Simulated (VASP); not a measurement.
# CdS (P6_3mc) in VASP: single point with PBE

Aim: the single point of CdS with PBE.

Program: VASP 6.6.1. These are calculated values, not measurements. Logs are shortened: lines on timing, memory, paths and dates and some standing lists are left out, and cuts for length are marked.

## 1. The cell of the first run

The structure is hexagonal, space group P6_3mc (No. 186). The conventional cell has a = 4.165 Å, b = 4.165 Å, c = 6.766 Å, α = 90.00°, β = 90.00°, γ = 120.00°. Cd (site symmetry 3m) has 4 S at 2.54 to 2.55 Å within 3.4 Å. Within 3.4 Å of S (site symmetry 3m) lie 4 Cd at 2.54 to 2.55 Å.

## 2. Single point, PBE, non-collinear spin, zero start, spin-orbit coupling

The input, INCAR:

```
ALGO = Normal
EDIFF = 1E-6
ENCUT = 520
GGA = PE
GGA_COMPAT = F
ISIF = 2
ISMEAR = -1
LASPH = T
LCHARG = F
LNONCOLLINEAR = T
LORBIT = 11
LORBMOM = T
LREAL = F
LSORBIT = T
LWAVE = F
MAGMOM = 0 0 0 0 0 0 0 0 0 0 0 0
NBANDS = 50
NELM = 150
PREC = Accurate
SIGMA = 0.02
```

The input, KPOINTS:

```
k-points
0
Gamma
  12 12 4
```

The input, POSCAR:

```
CdS
1.0
    4.1646212874      0.0000000000      0.0000000000
   -2.0823106437      3.6066678320      0.0000000000
    0.0000000000      0.0000000000      6.7659752894
Cd S
2 2
Direct
    0.3333333333      0.6666666667     -0.0009650946
    0.6666666667      0.3333333333      0.4990349054
    0.3333333333      0.6666666667      0.3759650946
    0.6666666667      0.3333333333      0.8759650946
```

Potentials or basis: VASP PAW PBE potentials, release 64 (Cd, S).

Started as:

```
$ cat potpaw_PBE.64/Cd/POTCAR potpaw_PBE.64/S/POTCAR > POTCAR
$ mpirun -np 1 vasp_ncl > vasp.out
```

OUTCAR:

```text
EDIFF = 1E-6
   ENCUT = 520
   GGA = PE
   ISIF = 2
   ISMEAR = -1
   LASPH = T
   LNONCOLLINEAR = T
   LORBIT = 11
   LREAL = F
   LSORBIT = T
   NELM = 150
   PREC = Accurate

 ion  position               nearest neighbor table
   1  0.333  0.667  0.999-   4 2.54   4 2.54   4 2.54   3 2.55
   2  0.667  0.333  0.499-   3 2.54   3 2.54   3 2.54   4 2.55
   3  0.333  0.667  0.376-   2 2.54   2 2.54   2 2.54   1 2.55
   4  0.667  0.333  0.876-   1 2.54   1 2.54   1 2.54   2 2.55

  LATTYP: Found a hexagonal cell.
 ALAT       =     4.1646212874
 C/A-ratio  =     1.6246315865

  Lattice vectors:

 A1 = (   4.1646212874,   0.0000000000,   0.0000000000)
 A2 = (  -2.0823106437,   3.6066678320,   0.0000000000)
 A3 = (   0.0000000000,   0.0000000000,   6.7659752894)

Analysis of symmetry for initial positions (statically):
=====================================================================
 Subroutine PRICEL returns:
 Original cell was already a primitive cell.

 Routine SETGRP: Setting up the symmetry group for a
 hexagonal supercell.

 Subroutine GETGRP returns: Found 12 space group operations
 (whereof  6 operations were pure point group operations)
 out of a pool of 24 trial point group operations.

The static configuration has the point symmetry C_3v.
 The point group associated with its full space group is C_6v.

Analysis of symmetry for dynamics (positions and initial velocities):
=====================================================================
 Subroutine PRICEL returns:
 Original cell was already a primitive cell.

 Routine SETGRP: Setting up the symmetry group for a
 hexagonal supercell.

 Subroutine GETGRP returns: Found 12 space group operations
 (whereof  6 operations were pure point group operations)
 out of a pool of 24 trial point group operations.

The dynamic configuration has the point symmetry C_3v.
 The point group associated with its full space group is C_6v.

Analysis of structural, dynamic, and magnetic symmetry:
=====================================================================
 Subroutine PRICEL returns:
 Original cell was already a primitive cell.

 Routine SETGRP: Setting up the symmetry group for a
 hexagonal supercell.

 Subroutine GETGRP returns: Found 12 space group operations
 (whereof  6 operations were pure point group operations)
 out of a pool of 24 trial point group operations.

The overall configuration has the point symmetry C_3v.
 The point group associated with its full space group is C_6v.

 Subroutine INISYM returns: Found 12 space group operations
 (whereof  6 operations are pure point group operations),
 and found     1 'primitive' translations

----------------------------------------------------------------------------------------

                                     Primitive cell

  volume of cell :     101.6277

  direct lattice vectors                    reciprocal lattice vectors
     4.164621287  0.000000000  0.000000000     0.240117872  0.138632118  0.000000000
    -2.082310644  3.606667832  0.000000000     0.000000000  0.277264236  0.000000000
     0.000000000  0.000000000  6.765975289     0.000000000  0.000000000  0.147798352

  length of vectors
     4.164621287  4.164621287  6.765975289     0.277264236  0.277264236  0.147798352

  position of ions in fractional coordinates (direct lattice)
     0.333333333  0.666666667  0.999034905
     0.666666667  0.333333333  0.499034905
     0.333333333  0.666666667  0.375965095
     0.666666667  0.333333333  0.875965095

  ion indices of the primitive-cell ions
   primitive index   ion index
                 1           1
                 2           2
                 3           3
                 4           4

----------------------------------------------------------------------------------------

 KPOINTS: k-points

[... 111 lines left out ...]
  ext. energy  EPLUGINS =         0.00000000
  ---------------------------------------------------
  free energy    TOTEN  =       -12.34198164 eV

  energy without entropy =      -12.34198164  energy(sigma->0) =      -12.34198164

 E-fermi :   1.5544     XC(G=0):  -9.0327

 val. band max:        1.1231016658   @ k =   0.0000   0.0000   0.0000
 cond. band min:       2.2832693402   @ k =   0.0000   0.0000   0.0000
 fundamental gap:      1.1601676744
 Fermi energy:         1.5544012220

 k-point     1 :       0.0000    0.0000    0.0000
  band No.  band energies     occupation
      1     -11.1202      1.00000
      2     -11.1202      1.00000
      3     -10.7111      1.00000
      4     -10.7111      1.00000
      5      -6.8021      1.00000
      6      -6.8021      1.00000
[... 1213 lines left out ...]
     47       8.1035      0.00000
     48       8.1112      0.00000

 [... further k-points ...]

 [bands above 48 left out]

------------------------ aborting loop because EDIFF is reached ----------------------------------------

  FORCE on cell =-STRESS in cart. coord.  units (eV):
  Direction    XX          YY          ZZ          XY          YZ          ZX
  --------------------------------------------------------------------------------------
  -------------------------------------------------------------------------------------
  Total        1.0348647      1.0348647      1.0872273      0.0000000      0.0000000      0.0000000
  in kB       16.3148126     16.3148126     17.1403170      0.0000000      0.0000000      0.0000000
  external PRESSURE =      16.5899807 kB  Pullay stress =       0.0000000 kB

 VOLUME and BASIS-vectors are now :
 -----------------------------------------------------------------------------
  energy-cutoff  :      520.00
  volume of cell :      101.63
      direct lattice vectors                 reciprocal lattice vectors
     4.164621287  0.000000000  0.000000000     0.240117872  0.138632118  0.000000000
    -2.082310644  3.606667832  0.000000000     0.000000000  0.277264236  0.000000000
     0.000000000  0.000000000  6.765975289     0.000000000  0.000000000  0.147798352

 POSITION                                       TOTAL-FORCE (eV/Angst)
 -----------------------------------------------------------------------------------
     -0.00000      2.40445      6.75945        -0.000000     -0.000000      0.001146
      2.08231      1.20222      3.37646         0.000000     -0.000000      0.001146
     -0.00000      2.40445      2.54377         0.000000     -0.000000     -0.001146
      2.08231      1.20222      5.92676        -0.000000      0.000000     -0.001146
 -----------------------------------------------------------------------------------
    total drift:                               -0.000000      0.000000     -0.001110

  FREE ENERGIE OF THE ION-ELECTRON SYSTEM (eV)
  ---------------------------------------------------
  free  energy   TOTEN  =       -12.3419816411 eV

  energy  without entropy=      -12.3419816411  energy(sigma->0) =      -12.34198164

 orbital moment (x)

 # of ion     p       d       tot
 ----------------------------------------
  1         0.000  -0.000  -0.000
  2        -0.000   0.000   0.000
  3         0.000   0.000   0.000
  4        -0.000   0.000  -0.000
 ----------------------------------------
            0.000   0.000   0.000

 orbital moment (y)

 # of ion     p       d       tot
 ----------------------------------------
  1         0.000  -0.000  -0.000
  2        -0.000   0.000   0.000
  3         0.000   0.000   0.000
  4        -0.000   0.000  -0.000
 ----------------------------------------
            0.000   0.000   0.000

 orbital moment (z)

 # of ion     p       d       tot
 ----------------------------------------
  1         0.000   0.000   0.000
  2         0.000  -0.000  -0.000
  3         0.000   0.000   0.000
  4         0.000   0.000   0.000
 ----------------------------------------
            0.000  -0.000  -0.000

 Spin-Orbit-Coupling matrix elements

 Ion:    1  E_soc:     -0.0562724
 l=   1
     0.0000000    -0.0023862    -0.0024062
    -0.0023862     0.0000000    -0.0023862
    -0.0024062    -0.0023862     0.0000000
 l=   2
     0.0000000    -0.0013908     0.0000000    -0.0013908    -0.0056109
    -0.0013908     0.0000000    -0.0042023    -0.0013787    -0.0013908
     0.0000000    -0.0042023     0.0000000    -0.0042023     0.0000000
    -0.0013908    -0.0013787    -0.0042023     0.0000000    -0.0013908
    -0.0056109    -0.0013908     0.0000000    -0.0013908     0.0000000
 l=   3
     0.0000000     0.0000000     0.0000000     0.0000000     0.0000000     0.0000000     0.0000000
     0.0000000     0.0000000     0.0000000     0.0000000     0.0000000     0.0000000     0.0000000
     0.0000000     0.0000000     0.0000000     0.0000000     0.0000000     0.0000000     0.0000000
     0.0000000     0.0000000     0.0000000     0.0000000     0.0000000     0.0000000     0.0000000
[... 49 lines left out ...]
 l=   2
     0.0000000     0.0000000     0.0000000     0.0000000     0.0000000
     0.0000000     0.0000000     0.0000000     0.0000000     0.0000000
     0.0000000     0.0000000     0.0000000     0.0000000     0.0000000
     0.0000000     0.0000000     0.0000000     0.0000000     0.0000000
     0.0000000     0.0000000     0.0000000     0.0000000     0.0000000
 l=   3
     0.0000000     0.0000000     0.0000000     0.0000000     0.0000000     0.0000000     0.0000000
     0.0000000     0.0000000     0.0000000     0.0000000     0.0000000     0.0000000     0.0000000
     0.0000000     0.0000000     0.0000000     0.0000000     0.0000000     0.0000000     0.0000000
     0.0000000     0.0000000     0.0000000     0.0000000     0.0000000     0.0000000     0.0000000
     0.0000000     0.0000000     0.0000000     0.0000000     0.0000000     0.0000000     0.0000000
     0.0000000     0.0000000     0.0000000     0.0000000     0.0000000     0.0000000     0.0000000
     0.0000000     0.0000000     0.0000000     0.0000000     0.0000000     0.0000000     0.0000000

 total charge

# of ion       s       p       d       tot
------------------------------------------
    1        0.420   0.313   9.565  10.298
    2        0.420   0.313   9.565  10.298
    3        1.324   2.394   0.000   3.718
    4        1.324   2.394   0.000   3.718
--------------------------------------------------
tot          3.488   5.415  19.130  28.033

 magnetization (x)

# of ion       s       p       d       tot
------------------------------------------
    1       -0.000   0.000   0.000   0.000
    2        0.000  -0.000   0.000  -0.000
    3       -0.000   0.000   0.000   0.000
    4        0.000  -0.000   0.000  -0.000
--------------------------------------------------
tot         -0.000   0.000   0.000   0.000

 magnetization (y)

# of ion       s       p       d       tot
------------------------------------------
    1        0.000  -0.000   0.000  -0.000
    2        0.000   0.000   0.000   0.000
    3        0.000   0.000   0.000   0.000
    4        0.000   0.000   0.000   0.000
--------------------------------------------------
tot          0.000  -0.000   0.000  -0.000

 magnetization (z)

# of ion       s       p       d       tot
------------------------------------------
    1        0.000  -0.000   0.000   0.000
    2       -0.000   0.000   0.000   0.000
    3        0.000  -0.000   0.000  -0.000
    4        0.000  -0.000   0.000  -0.000
--------------------------------------------------
tot          0.000  -0.000   0.000  -0.000
```

It took 12 min on 1 thread of Oxide Virtual Turin-like, shared host; peak memory 0.72 GiB.

Results:

```
Free energy                                           : -12.3420 eV
Pressure                                              : 1.7 GPa
Net moment                                            : 0.00 μB per cell
Valence electrons inside the program's atomic spheres : Cd 10.30; S 3.72
```

Moments on the atoms (μB; x, y, z):
```
Cd  0.00 0.00 0.00
Cd  0.00 0.00 0.00
S   0.00 0.00 0.00
S   0.00 0.00 0.00
```
